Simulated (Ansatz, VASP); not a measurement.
# CsSnBr3: VASP beside Ansatz

INCAR

```
SYSTEM = CsSnBr3
PREC = Accurate
ENCUT = 500
EDIFF = 1E-6
ISMEAR = 0
SIGMA = 0.01
LREAL = .False.
LASPH = .True.
NELM = 120
ALGO = Normal
ISIF = 2
LWAVE = .False.
LCHARG = .False.
GGA = PE
NBANDS = 30
GGA_COMPAT = .False.
```

Contents of KPOINTS:

```
regular mesh
0
Gamma
  4 4 4
  0 0 0
```

POSCAR

```
CsSnBr3
1.0
    5.8390060000      0.0000000000      0.0000000000
    0.0000000000      5.8390060000      0.0000000000
    0.0000000000      0.0000000000      5.8390060000
Cs Sn Br
1 1 3
Direct
    0.0000000000      0.0000000000      0.0000000000
    0.5000000000      0.5000000000      0.5000000000
    0.5000000000      0.0000000000      0.5000000000
    0.5000000000      0.5000000000      0.0000000000
    0.0000000000      0.5000000000      0.5000000000
```

Input for Ansatz:

```yaml
crystal:
  lattice:
    - [5.839006, 0.0, 0.0]
    - [0.0, 5.839006, 0.0]
    - [0.0, 0.0, 5.839006]
  atoms:
    - { symbol: Cs, position: [0.0, 0.0, 0.0] }
    - { symbol: Sn, position: [0.5, 0.5, 0.5] }
    - { symbol: Br, position: [0.5, 0.0, 0.5] }
    - { symbol: Br, position: [0.5, 0.5, 0.0] }
    - { symbol: Br, position: [0.0, 0.5, 0.5] }
kpoints:
  mp_grid:
    grid: [4, 4, 4]
hamiltonian:
  xc: pbe
scf:
  n_extra_bands: 16
  occupations:
    method: fixed
output:
  dos:
    de: 0.1
    method:
      smearing:
        sigma: 0.15
    projected: true
```

Alike in both runs: task single point; functional PBE; k mesh 4 × 4 × 4; no spin polarisation.

|  | VASP | Ansatz |
| --- | --- | --- |
| version | VASP 6.6.1 | Ansatz 0.2.0 |
| potentials or method | VASP PAW PBE potentials, release 64 (Cs_sv, Sn_d, Br) | plane waves, PAW |
| plane-wave cutoff (eV) | 500 | 420 |
| occupations | gaussian, width 0.01 eV | fixed |
| valence electrons in the cell | 44 | 44 |

```csv
,VASP,Ansatz,Ansatz less VASP
gap on the k mesh at the Fermi level (eV),0.50,0.50,0.000
```

Neither program's run includes spin-orbit coupling.
